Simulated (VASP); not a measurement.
# MnO (Fm-3m) in VASP: single point with PBE

Aim: the single point of MnO with PBE.

Everything below comes from runs of VASP 6.6.1. Logs are shortened: lines on timing, memory, paths and dates and some standing lists are left out, and cuts for length are marked.

### 1 The cell of the first run

It takes space group Fm-3m (No. 225, cubic). The conventional cell has a = 4.448 Å, b = 4.448 Å, c = 4.448 Å, α = 90.00°, β = 90.00°, γ = 90.00°. Within 2.9 Å of Mn (site symmetry m-3m) lie 6 O at 2.22 Å. O (site symmetry m-3m) has 6 Mn at 2.22 Å within 2.9 Å.

### 2 Single point, PBE, collinear spin, ferromagnetic start

Contents of INCAR:

```
SYSTEM = MnO
ALGO = Normal
EDIFF = 1E-6
ENCUT = 600
GGA = PE
GGA_COMPAT = .False.
ISIF = 2
ISMEAR = 0
ISPIN = 2
ISYM = 0
LASPH = .True.
LCHARG = .False.
LMAXMIX = 4
LORBIT = 11
LREAL = .False.
LWAVE = .False.
MAGMOM = 4.42 0.24
NBANDS = 20
NELM = 200
PREC = Accurate
SIGMA = 0.1
```

Contents of KPOINTS:

```
k-points
0
Gamma
  6 3 1
  0 0 0
```

Contents of POSCAR:

```
MnO
1.0
    0.0000000000      2.2239077028      2.2239077028
    2.2239077028      0.0000000000      2.2239077028
    2.2239077028      2.2239077028      0.0000000000
Mn O
1 1
Direct
    0.0000000000      0.0000000000      0.0000000000
    0.5000000000      0.5000000000      0.5000000000
```

Potentials or basis: VASP PAW PBE potentials, release 64 (Mn_pv, O).

Started as:

```console
$ cat potpaw_PBE.64/Mn_pv/POTCAR potpaw_PBE.64/O/POTCAR > POTCAR
$ mpirun -np 1 vasp_std > vasp.out
```

OUTCAR:

```text
SYSTEM = MnO
   EDIFF = 1E-6
   ENCUT = 600
   GGA = PE
   ISIF = 2
   ISMEAR = 0
   ISPIN = 2
   ISYM = 0
   LASPH = .True.
   LORBIT = 11
   LREAL = .False.
   NELM = 200
   PREC = Accurate

 ion  position               nearest neighbor table
   1  0.000  0.000  0.000-   2 2.22   2 2.22   2 2.22   2 2.22   2 2.22   2 2.22
   2  0.500  0.500  0.500-   1 2.22   1 2.22   1 2.22   1 2.22   1 2.22   1 2.22

IMPORTANT INFORMATION: All symmetrisations will be switched off!
NOSYMM: (Re-)initialisation of all symmetry stuff for point group C_1.

----------------------------------------------------------------------------------------

                                     Primitive cell

  volume of cell :      21.9979

  direct lattice vectors                    reciprocal lattice vectors
     0.000000000  2.223907703  2.223907703    -0.224829474  0.224829474  0.224829474
     2.223907703  0.000000000  2.223907703     0.224829474 -0.224829474  0.224829474
     2.223907703  2.223907703  0.000000000     0.224829474  0.224829474 -0.224829474

  length of vectors
     3.145080435  3.145080435  3.145080435     0.389416073  0.389416073  0.389416073

  position of ions in fractional coordinates (direct lattice)
     0.000000000  0.000000000  0.000000000
     0.500000000  0.500000000  0.500000000

  ion indices of the primitive-cell ions
   primitive index   ion index
                 1           1
                 2           2

----------------------------------------------------------------------------------------

 KPOINTS: k-points

Automatic generation of k-mesh.
 Grid dimensions read from file:
 generate k-points for:    6    3    1

 Generating k-lattice:

  Cartesian coordinates                     Fractional coordinates (reciprocal lattice)
    -0.037471579  0.037471579  0.037471579     0.166666667  0.000000000  0.000000000
     0.074943158 -0.074943158  0.074943158     0.000000000  0.333333333  0.000000000
     0.224829474  0.224829474 -0.224829474     0.000000000  0.000000000  1.000000000

  Length of vectors
     0.064902679  0.129805358  0.389416073

  Shift w.r.t. Gamma in fractional coordinates (k-lattice)
     0.000000000  0.000000000  0.000000000

 -----------------------------------------------------------------------------
|                                                                             |
|           W    W    AA    RRRRR   N    N  II  N    N   GGGG   !!!           |
|           W    W   A  A   R    R  NN   N  II  NN   N  G    G  !!!           |
|           W    W  A    A  R    R  N N  N  II  N N  N  G       !!!           |
|           W WW W  AAAAAA  RRRRR   N  N N  II  N  N N  G  GGG   !            |
|           WW  WW  A    A  R   R   N   NN  II  N   NN  G    G                |
|           W    W  A    A  R    R  N    N  II  N    N   GGGG   !!!           |
[... 77 lines left out ...]
   IVDW    =     0    specifies the selected vdW correction
   LEPSILON=     F    determine dielectric tensor
   LRPA    =     F    only Hartree local field effects (RPA)
 spin polarized calculation
 Gauss-broadening in eV      SIGMA  =   0.10
  energy-cutoff  :      600.00
  volume of cell :       22.00
 maximum number of plane-waves:       754
 NGX is ok and might be reduce to    28
   NGX = 13   NGY = 13   NGZ = 13

 number of electron      18.9999997 magnetization       4.5580486

 Free energy of the ion-electron system (eV)
  ---------------------------------------------------
  ext. energy  EPLUGINS =         0.00000000
  ---------------------------------------------------
  free energy    TOTEN  =       -15.66822970 eV

  energy without entropy =      -15.66198177  energy(sigma->0) =      -15.66510574

 E-fermi :   7.3339     XC(G=0): -11.8344

 val. band max:        7.2724559726   @ k =   0.3333   0.0000   0.0000
 cond. band min:       7.6302879931   @ k =   0.1667   0.3333   0.0000
 fundamental gap:      0.3578320205
 Fermi energy:         7.3338974817

 spin component 1

 k-point     1 :       0.0000    0.0000    0.0000
  band No.  band energies     occupation
      1     -43.0666      1.00000
      2     -42.9644      1.00000
      3     -42.8507      1.00000
      4     -12.5845      1.00000
      5       3.8738      1.00000
      6       3.9808      1.00000
[... 206 lines left out ...]
      6       1.5771      1.00000
[... 12 lines left out ...]
     19      28.1338      0.00000
     20      32.4631      0.00000
 Fermi energy:         7.3338974817

 spin component 2

 k-point     1 :       0.0000    0.0000    0.0000
  band No.  band energies     occupation
      1     -38.6279      1.00000
      2     -38.5228      1.00000
      3     -38.3893      1.00000
      4     -12.1913      1.00000
      5       4.2021      1.00000
      6       4.3074      1.00000
[... 219 lines left out ...]
     19      29.7310      0.00000
     20      33.4182      0.00000

------------------------ aborting loop because EDIFF is reached ----------------------------------------

  FORCE on cell =-STRESS in cart. coord.  units (eV):
  Direction    XX          YY          ZZ          XY          YZ          ZX
  --------------------------------------------------------------------------------------
  -------------------------------------------------------------------------------------
  Total       -0.2141186     -0.2141188     -0.2313190      0.9116194     -0.1483760      0.1483890
  in kB      -15.5949784    -15.5949892    -16.8477351     66.3963010    -10.8067227     10.8076678
  external PRESSURE =     -16.0125676 kB  Pullay stress =       0.0000000 kB

 VOLUME and BASIS-vectors are now :
 -----------------------------------------------------------------------------
  energy-cutoff  :      600.00
  volume of cell :       22.00
      direct lattice vectors                 reciprocal lattice vectors
     0.000000000  2.223907703  2.223907703    -0.224829474  0.224829474  0.224829474
     2.223907703  0.000000000  2.223907703     0.224829474 -0.224829474  0.224829474
     2.223907703  2.223907703  0.000000000     0.224829474  0.224829474 -0.224829474

 POSITION                                       TOTAL-FORCE (eV/Angst)
 -----------------------------------------------------------------------------------
      0.00000      0.00000      0.00000        -0.000001     -0.000001     -0.000000
      2.22391      2.22391      2.22391         0.000001      0.000001      0.000000
 -----------------------------------------------------------------------------------
    total drift:                               -0.000002      0.000006      0.000002

  FREE ENERGIE OF THE ION-ELECTRON SYSTEM (eV)
  ---------------------------------------------------
  free  energy   TOTEN  =       -15.6682297040 eV

  energy  without entropy=      -15.6619817664  energy(sigma->0) =      -15.66510574

 total charge

# of ion       s       p       d       tot
------------------------------------------
    1        0.234   6.134   4.983  11.351
    2        1.545   3.442   0.000   4.987
--------------------------------------------------
tot          1.779   9.576   4.983  16.338

 magnetization (x)

# of ion       s       p       d       tot
------------------------------------------
    1        0.050   0.021   4.072   4.144
    2        0.034   0.132   0.000   0.166
--------------------------------------------------
tot          0.084   0.153   4.072   4.310
```

Wall time 17 s (1 thread of Intel Xeon Platinum 8488C (Sapphire Rapids), shared host); peak memory 0.17 GiB.

Results:

```yaml
Free_energy: -15.6682 eV
Pressure: -1.6 GPa
Net_moment: 4.56 μB per cell
Site_moments: Mn +4.14; O +0.17 μB
Valence_electrons_inside_the_program's_atomic_spheres: Mn 11.35; O 4.99
```

Caveat: the k points lie up to 2.45 Å⁻¹ apart; a cell with one magnetic atom can't hold antiferromagnetic order, which such compounds often take; semilocal functionals often make such compounds metallic where correlation or magnetic order opens a gap, which also shifts bond lengths. With open d or f shells a metallic result of PBE can be an artefact of self-interaction; +U or a hybrid may open a gap.
